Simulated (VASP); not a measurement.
Here is a VASP 6.6.1 calculation.

INCAR

```
SYSTEM = Co
ALGO = Normal
DIPOL = 0.5 0.5 0.498
EDIFF = 1E-6
ENCUT = 510
GGA = PE
GGA_COMPAT = .False.
IDIPOL = 3
ISIF = 2
ISMEAR = -1
ISPIN = 2
LASPH = .True.
LCHARG = .True.
LDIPOL = .True.
LELF = .True.
LMAXMIX = 4
LORBIT = 11
LREAL = .False.
LVACPOTAV = .True.
LVHAR = .True.
LWAVE = .False.
MAGMOM = 2 2 2 2 2
NBANDS = 54
NELM = 200
NELMDL = -8
PREC = Accurate
SIGMA = 0.05
```

File KPOINTS:

```
k-points
0
Gamma
  12 12 1
  0 0 0
```

File POSCAR:

```
Co
1.0
    2.5190008694      0.0000000000      0.0000000000
   -1.2595004347      2.1815187451      0.0000000000
    0.0000000000      0.0000000000     23.1820000000
Co
5
Direct
    0.3333333333      0.6666666667      0.3235268743
    0.6666666667      0.3333333333      0.4117634371
    0.3333333333      0.6666666667      0.4981562380
    0.6666666667      0.3333333333      0.5855433002
    0.3333333333      0.6666666667      0.6693125383
```

Potentials or basis: VASP PAW PBE potentials, release 64 (Co_sv).

The run is started by

```sh
$ cat potpaw_PBE.64/Co_sv/POTCAR > POTCAR
$ mpirun -np 1 vasp_std > vasp.out
```

Task: Estimate the site moments.

Result: Co +1.82, +1.77, +1.71, +1.75, +1.80 μB.

Task: What does it give for the largest force?

Result: 0.514 eV/Å.

Task: What does it give for the net moment?

Result: 8.59 μB per cell.

Forces on the atoms (eV/Å):
```
Co   0.000  0.000  0.514
Co   0.000  0.000 -0.510
Co   0.000  0.000  0.003
Co   0.000  0.000 -0.004
Co   0.000  0.000 -0.002
```
